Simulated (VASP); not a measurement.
TaGe3Ru:

```
Ta Ge Ru
1.0
     4.41972    0.00000    0.00000
     0.00000    4.41972    0.00000
     0.00000    0.00000    4.41972
Ta Ge Ru
1 3 1
Direct
  0.00000 0.00000 0.00000
  0.50000 0.00000 0.00000
  0.00000 0.50000 0.00000
  0.00000 0.00000 0.50000
  0.50000 0.50000 0.50000
```

The cell was generated, and may not be a known phase.

```yaml
Program: VASP 6.6.1
Task: relaxation of cell and atoms
Functional: PBE
Potentials_or_basis: VASP PAW PBE potentials, release 64 (Ta_pv, Ge_d, Ru_pv)
Cutoff: 600 eV
k_mesh: 4 × 4 × 4
Occupations: gaussian, width 0.1 eV
Spin: no spin polarisation
```

At the start: pressure 42.5 GPa; volume 17.27 Å³/atom.

How do energy, volume and symmetry change on relaxing?

Over 4 steps the energy falls by 649.1 meV/atom and the volume is 23.64 Å³/atom (+36.9 %); space group Pm-3m (No. 221, to 0.1 Å) before and after.

The path:
| step | energy change (eV) | largest force (eV/Å) | pressure (GPa) | volume (Å³) |
| --- | --- | --- | --- | --- |
| 1 | 0.0000 | 0.0000 | 42.53 | 86.33 |
| 2 | -1.4340 | 0.0000 | -11.48 | 157.21 |
| 3 | -3.2442 | 0.0000 | -0.49 | 118.94 |
| 4 | -3.2455 | 0.0000 | -0.06 | 118.22 |

Final structure:
```
Ta Ge Ru
1.0
     4.90789    0.00000    0.00000
     0.00000    4.90789    0.00000
     0.00000    0.00000    4.90789
Ta Ge Ru
1 3 1
Direct
  0.00000 0.00000 0.00000
  0.50000 0.00000 0.00000
  0.00000 0.50000 0.00000
  0.00000 0.00000 0.50000
  0.50000 0.50000 0.50000
```

Caveat: the volume moved by over 15 % at a fixed basis, so the end points are rough.
